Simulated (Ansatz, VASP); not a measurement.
**One calculation of Si2Ni, two programs**

```
Si Ni
1.0
     0.00000   -2.69570   -2.69570
    -2.69570    0.00000   -2.69570
     2.69570    2.69570   -5.39141
Si Ni
4 2
Cartesian
  1.2788 1.2788 -3.9738
  -1.2788 -1.2788 -4.1134
  1.4169 1.4169 -6.8091
  -1.4169 -1.4169 -6.6695
  0.0069 0.0069 -0.0064
  -0.0069 -0.0069 -5.3850
```

Change from the starting cell: mode 17 (348.2 1/cm) frozen in, largest displacement -0.120 Å.

Alike in both runs: task single point; functional PBEsol; k mesh 12 × 12 × 14; occupations gaussian, width 0.15 eV; no spin polarisation.

```csv
,VASP,Ansatz
version,VASP 6.6.1,Ansatz 0.2.0
potentials or method,"VASP PAW PBE potentials, release 64 (Si, Ni), cutoff 520 eV","scalar-relativistic, plane waves, PAW"
valence electrons in the cell,36,52
```

Ansatz gave:

| Property | Result |
| --- | --- |
| gap on the k mesh at the Fermi level (eV) | none |
| pressure (GPa) | 2.0 |
| traceless stress, the component that is largest in VASP (GPa) | -0.78 |
| rms of the force components (eV/Å) | 0.727 |

Problem. Estimate VASP's values.

Solution. gap on the k mesh at the Fermi level (eV): none; pressure (GPa): 2.1; traceless stress, the component that is largest in VASP (GPa): -0.79; rms of the force components (eV/Å): 0.731.

VASP's potentials were made for PBE, not for PBEsol. Atom by atom the forces differ by 0.008 eV/Å (rms over components). A gap of «none» marks a metal or a gap that the smearing closes. With one functional, cell and mesh, what is left measures potentials, basis and numerics. VASP's potentials hold 36 valence electrons a cell and Ansatz's 52, so a difference there can come from the potentials and not from the codes.
